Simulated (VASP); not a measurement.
Pt: single point with PBE

Pt:

```
CELL_PARAMETERS angstrom
-1.34177 1.34177 1.34177
1.34177 -1.34177 1.34177
1.34177 1.34177 -1.34177
ATOMIC_POSITIONS crystal
Pt 0.00000 0.00000 0.00000
```

This isn't the form of Pt at room conditions, which is fcc.

```yaml
Program: VASP 6.6.1
Task: single point
Functional: PBE
Potentials_or_basis: VASP PAW PBE potentials, release 64 (Pt)
Cutoff: 520 eV
k_mesh: 20 × 20 × 20
Occupations: fermi-dirac, width 0.08 eV
Spin: no spin polarisation
```

The pressure is 424.0 GPa. The band gap on the k mesh is zero (bands 5 and 6 overlap by 5.28 eV).

Levels at points of the mesh, in eV from the Fermi level:
```
           k point  band 1  band 2  band 3  band 4  band 5  band 6  band 7  band 8  band 9  band 10
(0.00, 0.00, 0.00)  -15.55   -7.27   -7.27   -7.27   -2.37   -2.37   15.47   15.47   15.47    30.85
(0.50, 0.00, 0.00)  -13.00  -10.32   -2.42   -1.31   -0.97    2.73   11.97   12.29   20.43    25.93
(0.50, 0.50, 0.50)  -13.06  -13.06    1.41    1.41    1.41    9.10    9.10    9.10   21.47    27.20
```

Run time: 44 s on 1 thread of Intel Xeon 8259CL (shared host), peak memory 0.14 GiB.

Caveat: the cell stands under pressure; spin-orbit coupling is left out, which moves the levels of the heavy elements.
